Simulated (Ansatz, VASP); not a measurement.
**Two plane-wave programs on C**

The input INCAR:

```
  PREC = Accurate
  ENCUT = 600
  EDIFF = 1E-6
  ISMEAR = 0
  SIGMA = 0.01
  LREAL = F
  LASPH = T
  NELM = 100
  ALGO = Normal
  ISIF = 3
  LWAVE = F
  LCHARG = F
  IBRION = 2
  NSW = 80
  EDIFFG = -0.002
```

File KPOINTS:

```
Automatic mesh
0
Gamma
  10 10 10
```

POSCAR

```
C
1.0
    0.0000000000      1.7850000000      1.7850000000
    1.7850000000      0.0000000000      1.7850000000
    1.7850000000      1.7850000000      0.0000000000
C
2
Direct
    0.0000000000      0.0000000000      0.0000000000
    0.2500000000      0.2500000000      0.2500000000
```

Input for Ansatz:

```yaml
crystal:
  lattice:
    - [0.0, 1.785, 1.785]
    - [1.785, 0.0, 1.785]
    - [1.785, 1.785, 0.0]
  atoms:
    - { symbol: C, position: [0.0, 0.0, 0.0] }
    - { symbol: C, position: [0.25, 0.25, 0.25] }
scf:
  occupations: { method: fixed }
output:
  forces: true
  stress: true
  eigenvalues: true
  write_density: true
  write_potential: true
  elf: true
  volumetric_format: npy
hamiltonian:
  xc: lda
kpoints:
  mp_grid: { grid: [10, 10, 10] }
basis:
  ecutwfc: 560
relax:
  f_tol: 0.002
  max_steps: 60
  cell: { stress_tol: 0.02 }
```

Alike in both runs: task relaxation of cell and atoms; functional LDA; k mesh 10 × 10 × 10; no spin polarisation.

|  | VASP | Ansatz |
| --- | --- | --- |
| version | VASP 6.6.1 | Ansatz 0.2.0 |
| potentials or method | VASP PAW LDA potentials, release 64 (C), cutoff 600 eV | scalar-relativistic, plane waves, PAW |
| occupations | gaussian, width 0.01 eV | fixed |
| valence electrons in the cell | 8 | 8 |

|  | VASP | Ansatz | Ansatz less VASP |
| --- | --- | --- | --- |
| gap on the k mesh at the Fermi level, each at its own relaxed structure (eV) | 4.20 | 4.21 | +0.014 |
| relaxed volume (Å³/atom) | 5.52 | 5.51 | -0.008 |
| relaxed cell length with the largest relative difference (Å) | 2.499 | 2.497 | -0.0013 |

LDA's correlation is that of Perdew and Zunger in VASP and of Perdew and Wang (1992) in Ansatz.
